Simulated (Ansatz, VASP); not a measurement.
**Nb: VASP beside Ansatz**

File INCAR:

```
SYSTEM = Nb
PREC = Accurate
ENCUT = 600
EDIFF = 1E-7
ISMEAR = 0
SIGMA = 0.1
LREAL = .FALSE.
LASPH = .TRUE.
NELM = 60
ALGO = Fast
ISIF = 3
LWAVE = .FALSE.
LCHARG = .FALSE.
GGA = PS
IBRION = 2
NSW = 65
EDIFFG = -0.01
```

The input KPOINTS:

```
regular mesh
0
G
  18 18 4
  0 0 0
```

File POSCAR:

```
Nb
1.0
    2.8330000565      0.0000000000      0.0000000000
   -1.4165000282      2.4534500178      0.0000000000
    0.0000000000      0.0000000000     15.5605810241
Nb
6
Direct
    0.0000000000      0.0000000000      0.0000000000
    0.3333333333      0.6666666667      0.1666666667
    0.6666666667      0.3333333333      0.3333333333
    0.0000000000      0.0000000000      0.5000000000
    0.6666666667      0.3333333333      0.6666666667
    0.3333333333      0.6666666667      0.8333333333
```

Input for Ansatz:

```yaml
crystal:
  lattice:
    - [2.8330000565, 0.0, 0.0]
    - [-1.4165000282, 2.4534500178, 0.0]
    - [0.0, 0.0, 15.5605810241]
  atoms:
    - { symbol: Nb, position: [0.0, 0.0, 0.0] }
    - { symbol: Nb, position: [0.3333333333, 0.6666666667, 0.1666666667] }
    - { symbol: Nb, position: [0.6666666667, 0.3333333333, 0.3333333333] }
    - { symbol: Nb, position: [0.0, 0.0, 0.5] }
    - { symbol: Nb, position: [0.6666666667, 0.3333333333, 0.6666666667] }
    - { symbol: Nb, position: [0.3333333333, 0.6666666667, 0.8333333333] }
basis:
  ecutwfc: 420
kpoints:
  mp_grid: { grid: [18, 18, 4] }
hamiltonian:
  xc: pbesol
scf:
  occupations: { method: gaussian, width: 0.1 }
output:
  forces: true
  stress: true
  eigenvalues: true
  populations: true
relax:
  adjacent_minimum: "off"
  f_tol: 0.01
  max_steps: 45
  cell: { stress_tol: 0.05 }
```

Alike in both runs: task relaxation of cell and atoms; functional PBEsol; k mesh 18 × 18 × 4; occupations gaussian, width 0.1 eV; no spin polarisation.

|  | VASP | Ansatz |
| --- | --- | --- |
| version | VASP 6.6.1 | Ansatz 0.2.0 |
| potentials or method | VASP PAW PBE potentials, release 64 (Nb_sv), cutoff 600 eV | scalar-relativistic, plane waves, PAW |
| valence electrons in the cell | 78 | 78 |

|  | VASP | Ansatz | Ansatz less VASP |
| --- | --- | --- | --- |
| gap on the k mesh at the Fermi level, each at its own relaxed structure (eV) | none | none | - |
| relaxed volume (Å³/atom) | 18.02 | 18.05 | +0.032 |
| relaxed length of the cell vector where the two differ most in proportion (Å) | 15.600 | 15.618 | +0.0180 |

VASP's potentials were made for PBE, not for PBEsol. A gap of «none» marks a metal or a gap that the smearing closes.
